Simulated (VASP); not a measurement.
# Au (Fm-3m) in VASP: a series of runs

Runs on Au. Level: PBE. Tasks: single point.

All numbers are computed with VASP 6.6.1; they aren't measurements. Logs are shortened: lines on timing, memory, paths and dates and some standing lists are left out, and cuts for length are marked.

## Step 1: The cell of the first run

Symmetry: Fm-3m, No. 225, cubic system. Conventional cell: a = 4.101 Å, b = 4.101 Å, c = 4.101 Å, α = 90.00°, β = 90.00°, γ = 90.00°. Au (site symmetry m-3m) has 12 Au at 2.90 Å within 3.8 Å.

## Step 2: Single point, PBE

Contents of INCAR:

```
ALGO = Normal
EDIFF = 1E-6
ENCUT = 520
GGA = PE
ISIF = 2
ISMEAR = -1
LASPH = T
LCHARG = F
LREAL = F
LWAVE = F
NBANDS = 12
NELM = 80
PREC = Accurate
SIGMA = 0.06122561905347299
```

Contents of KPOINTS:

```
k-points
0
Gamma
  15 15 15
```

Contents of POSCAR:

```
Au
1.0
    0.0000000000      2.0505781063      2.0505781063
    2.0505781063      0.0000000000      2.0505781063
    2.0505781063      2.0505781063      0.0000000000
Au
1
Direct
    0.0000000000      0.0000000000      0.0000000000
```

Potentials or basis: VASP PAW PBE potentials, release 64 (Au).

Run with:

```bash
$ cat potpaw_PBE.64/Au/POTCAR > POTCAR
$ mpirun -np 1 vasp_std > vasp.out
```

OUTCAR:

```text
EDIFF = 1E-6
   ENCUT = 520
   GGA = PE
   ISIF = 2
   ISMEAR = -1
   LASPH = T
   LREAL = F
   NELM = 80
   PREC = Accurate

 ion  position               nearest neighbor table
   1  0.000  0.000  0.000-

  LATTYP: Found a face centered cubic cell.
 ALAT       =     4.1011562126

  Lattice vectors:

 A1 = (   0.0000000000,   2.0505781063,   2.0505781063)
 A2 = (   2.0505781063,   0.0000000000,   2.0505781063)
 A3 = (   2.0505781063,   2.0505781063,   0.0000000000)

Analysis of symmetry for initial positions (statically):
=====================================================================
 Subroutine PRICEL returns:
 Original cell was already a primitive cell.

 Routine SETGRP: Setting up the symmetry group for a
 face centered cubic supercell.

 Subroutine GETGRP returns: Found 48 space group operations
 (whereof 48 operations were pure point group operations)
 out of a pool of 48 trial point group operations.

The static configuration has the point symmetry O_h .

Analysis of symmetry for dynamics (positions and initial velocities):
=====================================================================
 Subroutine PRICEL returns:
 Original cell was already a primitive cell.

 Routine SETGRP: Setting up the symmetry group for a
 face centered cubic supercell.

 Subroutine GETGRP returns: Found 48 space group operations
 (whereof 48 operations were pure point group operations)
 out of a pool of 48 trial point group operations.

The dynamic configuration has the point symmetry O_h .

 Subroutine INISYM returns: Found 48 space group operations
 (whereof 48 operations are pure point group operations),
 and found     1 'primitive' translations

----------------------------------------------------------------------------------------

                                     Primitive cell

  volume of cell :      17.2448

  direct lattice vectors                    reciprocal lattice vectors
     0.000000000  2.050578106  2.050578106    -0.243833677  0.243833677  0.243833677
     2.050578106  0.000000000  2.050578106     0.243833677 -0.243833677  0.243833677
     2.050578106  2.050578106  0.000000000     0.243833677  0.243833677 -0.243833677

  length of vectors
     2.899955369  2.899955369  2.899955369     0.422332317  0.422332317  0.422332317

  position of ions in fractional coordinates (direct lattice)
     0.000000000  0.000000000  0.000000000

  ion indices of the primitive-cell ions
   primitive index   ion index
                 1           1

----------------------------------------------------------------------------------------

[... 75 lines left out ...]
   ISIF   =      2    stress and relaxation
   ISYM   =      2    0-nonsym 1-usesym 2-fastsym
   POTIM  = 0.5000    time-step for ionic-motion
   TEBEG  =    0.0;   TEEND  =   0.0 temperature during run
   PSTRESS=    0.0 pullay stress
   NELECT =      11.0000    total number of electrons
   NUPDOWN=      -1.0000    fix difference up-down
   EMIN   =  10.00;   EMAX   =-10.00  energy-range for DOS
   EFERMI =   0.00;   METHOD = LEGACY
   ISMEAR =    -1;   SIGMA  =   0.06  broadening in eV -4-tet -1-fermi 0-gaus
   EFERMI_NEDOS =   21; number of points for ismear=-14 and -15
   IALGO  =     38    algorithm
   IMIX   =      4    mixing-type and parameters
     AMIX     =   0.40;   BMIX     =  1.00
     AMIX_MAG =   1.60;   BMIX_MAG =  1.00
  volume/ion in A,a.u.               =      17.24       116.37
  Fermi-wavevector in a.u.,A,eV,Ry     =   1.409244  2.663084 27.020729  1.985968
  Thomas-Fermi vector in A             =   2.531319
   LORBIT       =      0    0 simple, 1 ext, 2 COOP (PROOUT), +10 PAW based schemes
   GGA     = PE    functional components
   LHFCALC =     F    Hartree Fock is set to
   AEXX    =    0.0000 exact exchange contribution
   IVDW    =     0    specifies the selected vdW correction
   LEPSILON=     F    determine dielectric tensor
   LRPA    =     F    only Hartree local field effects (RPA)
 non-spin polarized calculation
  energy-cutoff  :      520.00
  volume of cell :       17.24
 maximum number of plane-waves:       483
 NGX is ok and might be reduce to    24
   NGX = 11   NGY = 11   NGZ = 11

 number of electron      11.0000000 magnetization

 Free energy of the ion-electron system (eV)
  ---------------------------------------------------
  ext. energy  EPLUGINS =         0.00000000
  ---------------------------------------------------
  free energy    TOTEN  =        -3.20905911 eV

  energy without entropy =       -3.20457603  energy(sigma->0) =       -3.20681757

 E-fermi :   9.4273     XC(G=0): -12.6467

 val. band max:        9.2806489681   @ k =   0.4667   0.2000   0.0000
 cond. band min:       9.4405441967   @ k =   0.4667   0.2667   0.0000
 fundamental gap:      0.1598952286
 Fermi energy:         9.4272718333

 k-point     1 :       0.0000    0.0000    0.0000
  band No.  band energies     occupation
      1      -0.4533      2.00000
      2       4.6462      2.00000
      3       4.6462      2.00000
      4       4.6462      2.00000
      5       6.1289      2.00000
      6       6.1289      2.00000
      7      23.8159      0.00000
      8      27.7477      0.00000
      9      27.7477      0.00000
     10      27.7477      0.00000
     11      32.6145      0.00000
     12      37.1221      0.00000
[... 331 lines left out ...]
 k-point    24 :       0.2000    0.1333    0.0000
  band No.  band energies     occupation
      1       0.8501      2.00000
      2       4.0853      2.00000
      3       5.1330      2.00000
      4       5.1821      2.00000
      5       5.6562      2.00000
      6       6.4018      2.00000
      7      24.2449      0.00000
      8      25.3003      0.00000
      9      26.4086      0.00000
     10      27.4678      0.00000
     11      30.8575      0.00000
     12      33.7428      0.00000

 [... further k-points ...]
[... 5 lines left out ...]
  --------------------------------------------------------------------------------------
  -------------------------------------------------------------------------------------
  Total        0.6584929      0.6584929      0.6584929     -0.0000000      0.0000000     -0.0000000
  in kB       61.1790509     61.1790509     61.1790509     -0.0000000      0.0000000     -0.0000000
  external PRESSURE =      61.1790509 kB  Pullay stress =       0.0000000 kB

 VOLUME and BASIS-vectors are now :
 -----------------------------------------------------------------------------
  energy-cutoff  :      520.00
  volume of cell :       17.24
      direct lattice vectors                 reciprocal lattice vectors
     0.000000000  2.050578106  2.050578106    -0.243833677  0.243833677  0.243833677
     2.050578106  0.000000000  2.050578106     0.243833677 -0.243833677  0.243833677
     2.050578106  2.050578106  0.000000000     0.243833677  0.243833677 -0.243833677

 POSITION                                       TOTAL-FORCE (eV/Angst)
 -----------------------------------------------------------------------------------
      0.00000      0.00000      0.00000         0.000000      0.000000      0.000000
 -----------------------------------------------------------------------------------
    total drift:                               -0.000000     -0.000000     -0.000000

  FREE ENERGIE OF THE ION-ELECTRON SYSTEM (eV)
  ---------------------------------------------------
  free  energy   TOTEN  =        -3.2090591103 eV

  energy  without entropy=       -3.2045760252  energy(sigma->0) =       -3.20681757
```

stdout:

```text
POSCAR found type information on POSCAR Au
 POSCAR found :  1 types and       1 ions
 scaLAPACK will be used
 LDA part: xc-table for (Slater+PW92), standard interpolation
 POSCAR, INCAR and KPOINTS ok, starting setup
 FFT: planning ... GRIDC
 FFT: planning ... GRID_SOFT
 FFT: planning ... GRID
 WAVECAR not read
 entering main loop
```

Wall time 32 s (1 thread of AMD EPYC 7R43 (Zen 3), shared host); peak memory 0.12 GiB.

What came out:

```
Free energy : -3.2091 eV
Pressure    : 6.1 GPa
```

Levels at points of the mesh, in eV from the Fermi level:
```tsv
k point	band 4	band 5	band 6	band 7	band 8	band 9
(0.00, 0.00, 0.00)	-4.78	-3.30	-3.30	14.39	18.32	18.32
```

Caveat: spin-orbit coupling is left out, which moves the levels of the heavy elements.

## Step 3: Single point, PBE

Contents of INCAR:

```
SYSTEM = Au
PREC = Accurate
ENCUT = 520
EDIFF = 1E-6
ISMEAR = -1
SIGMA = 0.06122561905347299
LREAL = .False.
LASPH = .True.
NELM = 100
ALGO = Normal
ISIF = 2
LWAVE = .False.
LCHARG = .False.
GGA = PE
NBANDS = 12
```

Contents of KPOINTS:

```
Automatic mesh
0
Gamma
  15 15 15
  0 0 0
```

POSCAR is that of step 2.

Potentials or basis: VASP PAW PBE potentials, release 64 (Au).

Run with:

```bash
$ cat potpaw_PBE.64/Au/POTCAR > POTCAR
$ mpirun -np 1 vasp_std > vasp.out
```

Wall time 31 s (1 thread of AMD EPYC 7R43 (Zen 3), shared host); peak memory 0.12 GiB.

The run converged. Its results:

* Free energy: -3.2091 eV
* Pressure: 6.1 GPa

Levels at points of the mesh, in eV from the Fermi level:
```csv
k point,band 3,band 4,band 5,band 6,band 7,band 8,band 9,band 10
"(0.00, 0.00, 0.00)",-4.78,-4.78,-3.30,-3.30,14.39,18.32,18.32,18.32
```

Caveat: spin-orbit coupling is left out, which moves the levels of the heavy elements.

## Step 4: Single point, PBE

This run uses another cell than the first one, of 17.60 Å³/atom, 1.021 times its volume.

Contents of INCAR:

```
PREC = Accurate ; ENCUT = 520
EDIFF = 1E-7 ; ISMEAR = -1
SIGMA = 0.06122561905347299 ; LREAL = False
LASPH = True ; NELM = 60
ALGO = Normal ; ISIF = 2
LWAVE = False ; LCHARG = False
GGA = PE ; NBANDS = 12
```

Contents of KPOINTS:

```
Automatic mesh
0
Gamma
  15 15 15
```

Contents of POSCAR:

```
Au
1.0
    0.0000000000      2.0647204712      2.0647204712
    2.0647204712      0.0000000000      2.0647204712
    2.0647204712      2.0647204712      0.0000000000
Au
1
Direct
    0.0000000000      0.0000000000      0.0000000000
```

Run with:

```bash
$ cat potpaw_PBE.64/Au/POTCAR > POTCAR
$ mpirun -np 1 vasp_std > vasp.out
```

Run time: 34 s. Hardware: 1 thread of AMD EPYC 7R43 (Zen 3), shared host; peak memory 0.12 GiB.

Results (log left out):

```yaml
Free_energy: -3.2191 eV
Pressure: 2.7 GPa
```

Levels at points of the mesh, in eV from the Fermi level:
```tsv
k point	band 3	band 4	band 5	band 6	band 7	band 8	band 9	band 10
(0.00, 0.00, 0.00)	-4.66	-4.66	-3.23	-3.23	14.42	18.24	18.24	18.24
```

Caveat: spin-orbit coupling is left out, which moves the levels of the heavy elements.

## Step 5: Single point, PBE

This run uses another cell than the first one, of 17.96 Å³/atom, 1.042 times its volume.

Contents of INCAR:

```
SYSTEM = Au
ALGO = Normal ; EDIFF = 1E-6
ENCUT = 520 ; GGA = PE
ISIF = 2 ; ISMEAR = -1
LASPH = .True. ; LCHARG = .False.
LREAL = .False. ; LWAVE = .False.
NBANDS = 12 ; NELM = 60
PREC = Accurate ; SIGMA = 0.06122561905347299
```

Contents of KPOINTS:

```
k-points
0
Gamma
  15 15 15
  0 0 0
```

Contents of POSCAR:

```
Au
1.0
    0.0000000000      2.0786717084      2.0786717084
    2.0786717084      0.0000000000      2.0786717084
    2.0786717084      2.0786717084      0.0000000000
Au
1
Direct
    0.0000000000      0.0000000000      0.0000000000
```

Run with:

```bash
$ cat potpaw_PBE.64/Au/POTCAR > POTCAR
$ mpirun -np 1 vasp_std > vasp.out
```

It took 38 s on 1 thread of AMD EPYC 7R43 (Zen 3), shared host; peak memory 0.12 GiB.

It converged, with:

* Free energy: -3.2220 eV
* Pressure: -0.3 GPa

Levels at points of the mesh, in eV from the Fermi level:
| k point | band 3 | band 4 | band 5 | band 6 | band 7 | band 8 | band 9 | band 10 |
| --- | --- | --- | --- | --- | --- | --- | --- | --- |
| (0.00, 0.00, 0.00) | -4.55 | -4.55 | -3.17 | -3.17 | 14.45 | 18.15 | 18.15 | 18.15 |

Caveat: spin-orbit coupling is left out, which moves the levels of the heavy elements.

## Step 6: Single point, PBE

This run uses another cell than the first one, of 18.32 Å³/atom, 1.063 times its volume.

Contents of INCAR:

```
PREC     = Accurate       # precision mode
ENCUT    = 520            # plane-wave cutoff, eV
EDIFF    = 1E-6           # SCF threshold, eV
ISMEAR   = -1             # smearing method
SIGMA    = 0.06122561905347299 # smearing width, eV
LREAL    = F              # projectors in reciprocal space
LASPH    = T              # aspherical terms in the spheres
NELM     = 100            # most SCF steps
ALGO     = Normal         # electronic algorithm
ISIF     = 2              # what is computed and relaxed
LWAVE    = F              # write WAVECAR
LCHARG   = T              # write CHGCAR
GGA      = PE             # functional
LELF     = T              # ELF
LVHAR    = T            
NBANDS   = 12             # bands
```

Contents of KPOINTS:

```
Automatic mesh
0
Gamma
  15 15 15
```

Contents of POSCAR:

```
Au
1.0
    0.0000000000      2.0924381474      2.0924381474
    2.0924381474      0.0000000000      2.0924381474
    2.0924381474      2.0924381474      0.0000000000
Au
1
Direct
    0.0000000000      0.0000000000      0.0000000000
```

Potentials or basis: VASP PAW PBE potentials, release 64 (Au).

Run with:

```bash
$ cat potpaw_PBE.64/Au/POTCAR > POTCAR
$ mpirun -np 1 vasp_std > vasp.out
```

It took 39 s on 1 thread of AMD EPYC 7R43 (Zen 3), shared host; peak memory 0.12 GiB.

Results (log left out):

```yaml
Free_energy: -3.2187 eV
Pressure: -2.9 GPa
```

Levels at points of the mesh, in eV from the Fermi level:
```tsv
k point	band 2	band 3	band 4	band 5	band 6	band 7	band 8	band 9	band 10	band 11
(0.00, 0.00, 0.00)	-4.44	-4.44	-4.44	-3.11	-3.11	14.48	18.06	18.06	18.06	22.74
```

Caveat: spin-orbit coupling is left out, which moves the levels of the heavy elements.

## Step 7: The runs side by side

```tsv
cell	gap on the mesh (eV)	pressure (GPa)
a = 2.900 Å, angles 60.0°, 1 atom	none	6.1
a = 2.920 Å, angles 60.0°, 1 atom	none	2.7
a = 2.940 Å, angles 60.0°, 1 atom	none	-0.3
a = 2.959 Å, angles 60.0°, 1 atom	none	-2.9
```

Alike in all rows: task single point; level PBE; potentials or basis VASP PAW PBE potentials, release 64 (Au); no spin polarisation; k mesh 15 × 15 × 15; cutoff (eV) 520; smearing fermi-dirac 0.0612256 eV.

Caveats: spin-orbit coupling is left out, which moves the levels of the heavy elements.

Absolute energies hang on the potentials; compare differences alone.
